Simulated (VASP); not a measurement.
# ZnO (pbe) (P6_3mc) in VASP: further runs, part 3 of 3

VASP 6.6.1.

## 5. Single point, PBE

The input, INCAR:

```
PREC = Accurate ; ENCUT = 910
EDIFF = 1E-6 ; ISMEAR = 0
SIGMA = 0.1 ; LREAL = F
LASPH = T ; NELM = 120
ALGO = Normal ; ISIF = 2
LWAVE = F ; LCHARG = F
GGA = PE ; NBANDS = 26
GGA_COMPAT = F
```

The input, KPOINTS:

```
Automatic mesh
0
Gamma
  6 6 4
```

The input, POSCAR:

```
ZnO
1.0
    3.2494000000      0.0000000000      0.0000000000
   -1.6247000000      2.8140629500      0.0000000000
    0.0000000000      0.0000000000      5.2038000000
Zn O
2 2
Direct
    0.3333333300      0.6666666700      0.0000000000
    0.6666666700      0.3333333300      0.5000000000
    0.3333333300      0.6666666700      0.3830000000
    0.6666666700      0.3333333300      0.8830000000
```

Potentials or basis: VASP PAW PBE potentials, release 64 (Zn, O_h).

The run is started by

```bash
$ cat potpaw_PBE.64/Zn/POTCAR potpaw_PBE.64/O_h/POTCAR > POTCAR
$ mpirun -np 1 vasp_std > vasp.out
```

OUTCAR:

```text
PREC = Accurate
   ENCUT = 910
   EDIFF = 1E-6
   ISMEAR = 0
   LREAL = F
   LASPH = T
   NELM = 120
   ISIF = 2
   GGA = PE

 ion  position               nearest neighbor table
   1  0.333  0.667  0.000-   4 1.97   4 1.97   4 1.97   3 1.99
   2  0.667  0.333  0.500-   3 1.97   3 1.97   3 1.97   4 1.99
   3  0.333  0.667  0.383-   2 1.97   2 1.97   2 1.97   1 1.99
   4  0.667  0.333  0.883-   1 1.97   1 1.97   1 1.97   2 1.99

  LATTYP: Found a hexagonal cell.
 ALAT       =     3.2494000000
 C/A-ratio  =     1.6014648858

  Lattice vectors:

 A1 = (   3.2494000000,   0.0000000000,   0.0000000000)
 A2 = (  -1.6247000000,   2.8140629500,   0.0000000000)
 A3 = (   0.0000000000,   0.0000000000,   5.2038000000)

Analysis of symmetry for initial positions (statically):
=====================================================================
 Subroutine PRICEL returns:
 Original cell was already a primitive cell.

 Routine SETGRP: Setting up the symmetry group for a
 hexagonal supercell.

[... 165 lines left out ...]
  free energy    TOTEN  =       -17.83286069 eV

  energy without entropy =      -17.83286069  energy(sigma->0) =      -17.83286069

 E-fermi :   1.9303     XC(G=0): -10.9152

 val. band max:        1.5333409001   @ k =   0.0000   0.0000   0.0000
 cond. band min:       2.3231660036   @ k =   0.0000   0.0000   0.0000
 fundamental gap:      0.7898251035
 Fermi energy:         1.9303444659

 k-point     1 :       0.0000    0.0000    0.0000
  band No.  band energies     occupation
      1     -16.5624      2.00000
      2     -15.8338      2.00000
      3      -4.1802      2.00000
      4      -4.1802      2.00000
      5      -4.0795      2.00000
      6      -4.0742      2.00000
[... 598 lines left out ...]
     25      17.2788      0.00000
     26      17.2793      0.00000

------------------------ aborting loop because EDIFF is reached ----------------------------------------

  FORCE on cell =-STRESS in cart. coord.  units (eV):
  Direction    XX          YY          ZZ          XY          YZ          ZX
  --------------------------------------------------------------------------------------
  -------------------------------------------------------------------------------------
  Total        1.7076288      1.7076288      1.6463584      0.0000000      0.0000000      0.0000000
  in kB       57.4971699     57.4971701     55.4341490      0.0000000      0.0000000      0.0000000
  external PRESSURE =      56.8094964 kB  Pullay stress =       0.0000000 kB

 VOLUME and BASIS-vectors are now :
 -----------------------------------------------------------------------------
  energy-cutoff  :      910.00
  volume of cell :       47.58
      direct lattice vectors                 reciprocal lattice vectors
     3.249400000  0.000000000  0.000000000     0.307749123  0.177679039  0.000000000
    -1.624700000  2.814062950  0.000000000     0.000000000  0.355358078  0.000000000
     0.000000000  0.000000000  5.203800000     0.000000000  0.000000000  0.192167262

 POSITION                                       TOTAL-FORCE (eV/Angst)
 -----------------------------------------------------------------------------------
     -0.00000      1.87604      0.00000        -0.000000      0.000000      0.062047
      1.62470      0.93802      2.60190        -0.000000     -0.000000      0.062047
     -0.00000      1.87604      1.99306         0.000000      0.000000     -0.062047
      1.62470      0.93802      4.59496        -0.000000     -0.000000     -0.062047
 -----------------------------------------------------------------------------------
    total drift:                               -0.000026      0.000015      0.000774

  FREE ENERGIE OF THE ION-ELECTRON SYSTEM (eV)
  ---------------------------------------------------
  free  energy   TOTEN  =       -17.8328606871 eV

  energy  without entropy=      -17.8328606869  energy(sigma->0) =      -17.83286069
```

OSZICAR:

```text
N       E                     dE             d eps       ncg     rms          rms(c)
DAV:   1     0.388004046670E+03    0.38800E+03   -0.25101E+04  1092   0.291E+03
DAV:   2     0.465555735864E+02   -0.34145E+03   -0.32025E+03  1132   0.550E+02
DAV:   3    -0.177783013923E+02   -0.64334E+02   -0.62121E+02  1270   0.191E+02
DAV:   4    -0.210180296109E+02   -0.32397E+01   -0.32141E+01  1200   0.477E+01
DAV:   5    -0.210485973276E+02   -0.30568E-01   -0.30552E-01  1218   0.466E+00    0.149E+01
DAV:   6    -0.176463326280E+02    0.34023E+01   -0.61131E+00  1818   0.607E+01    0.895E+00
DAV:   7    -0.178781143404E+02   -0.23178E+00   -0.30992E+00  1298   0.166E+01    0.548E+00
DAV:   8    -0.178776271487E+02    0.48719E-03   -0.53375E-01  1488   0.704E+00    0.183E+00
DAV:   9    -0.178311032079E+02    0.46524E-01   -0.93179E-02  1568   0.575E+00    0.445E-01
DAV:  10    -0.178326655869E+02   -0.15624E-02   -0.41987E-02  1112   0.170E+00    0.121E-01
DAV:  11    -0.178328902102E+02   -0.22462E-03   -0.17717E-03  1316   0.921E-01    0.498E-02
DAV:  12    -0.178328487077E+02    0.41502E-04   -0.36730E-04  1348   0.591E-01    0.115E-02
DAV:  13    -0.178328656853E+02   -0.16978E-04   -0.55091E-05  1174   0.609E-02    0.227E-02
DAV:  14    -0.178328606617E+02    0.50235E-05   -0.13911E-05  1240   0.367E-02    0.332E-03
DAV:  15    -0.178328606871E+02   -0.25360E-07   -0.11541E-06   884   0.806E-03
   1 F= -.17832861E+02 E0= -.17832861E+02  d E =-.189873E-09
```

stdout:

```text
POSCAR found type information on POSCAR ZnO
 POSCAR found :  2 types and       4 ions
 scaLAPACK will be used
 LDA part: xc-table for (Slater+PW92), standard interpolation
 POSCAR, INCAR and KPOINTS ok, starting setup
 FFT: planning ... GRIDC
 FFT: planning ... GRID_SOFT
 FFT: planning ... GRID
 WAVECAR not read
 entering main loop
```

Wall time 35 s (1 thread of AMD EPYC 9R45 (Zen 5), shared host); peak memory 0.21 GiB.

Results:

| Property | Result |
| --- | --- |
| Free energy | -17.8329 eV |
| Pressure | 5.7 GPa |
| Largest force | 0.062 eV/Å |
| Band gap on the k mesh | 0.79 eV, direct |

Forces on the atoms (eV/Å):
```
Zn   0.000  0.000  0.062
Zn   0.000  0.000  0.062
O    0.000  0.000 -0.062
O    0.000  0.000 -0.062
```

Caveat: the cutoff is under 1.25 times the usual one of these potentials, so pressure, stress and relaxed cells hold a basis-set (Pulay) error. A hybrid or GW would open this gap; PBE tends to underestimate it.

## 6. Overview

| potentials or basis | cell | k mesh | cutoff (eV) | smearing | second run | gap on the mesh (eV) | pressure (GPa) | largest force (eV/Å) |
| --- | --- | --- | --- | --- | --- | --- | --- | --- |
| VASP PAW PBE potentials, release 64 (Zn, O) | a = 3.249, b = 3.249, c = 5.204 Å, angles 90.0, 90.0, 120.0°, 4 atoms | 6 × 6 × 4 | 520 | gaussian 0.1 eV | - | 0.79 | 6.0 | 0.06 |
| VASP PAW PBE potentials, release 64 (Zn, O) | a = 3.280, b = 3.280, c = 5.294 Å, angles 90.0, 90.0, 120.0°, 4 atoms | 9 × 9 × 6 | 520 | gaussian 0.02 eV | - | 0.73 | 0.8 | - |
| VASP PAW PBE potentials, release 64 (Zn, O_h) | a = 3.249, b = 3.249, c = 5.204 Å, angles 90.0, 90.0, 120.0°, 4 atoms | 6 × 6 × 4 | 910 | gaussian 0.1 eV | hard_potentials | 0.79 | 5.7 | 0.06 |

Alike in all rows: task single point; level PBE; no spin polarisation.

Caveats: the cutoff is under 1.25 times the usual one of these potentials, so pressure, stress and relaxed cells hold a basis-set (Pulay) error (some runs).

Absolute energies hang on the potentials; compare differences alone.

## 7. How close it comes

Step 3. Measured gap of ZnO: 3.37 eV (quoted in “Electronic structure of alkaline earth and post-transition metal oxides”, 2009, arxiv:0908.1581). This calculation gives 0.73 eV (-2.64 eV). So large a miss can be the level of theory's own, or it may mean another phase, state or a wrong row. The value is that of PBE, without temperature or zero-point motion. Semilocal functionals fall short of measured gaps as a rule.

Step 4. A measured gap of ZnO is 3.37 eV (quoted in “Electronic structure of alkaline earth and post-transition metal oxides”, 2009, arxiv:0908.1581); the calculated 0.73 eV misses it by -2.64 eV. So large a miss can be the level of theory's own, or it may mean another phase, state or a wrong row. The value is that of PBE, without temperature or zero-point motion. Semilocal functionals fall short of measured gaps as a rule.
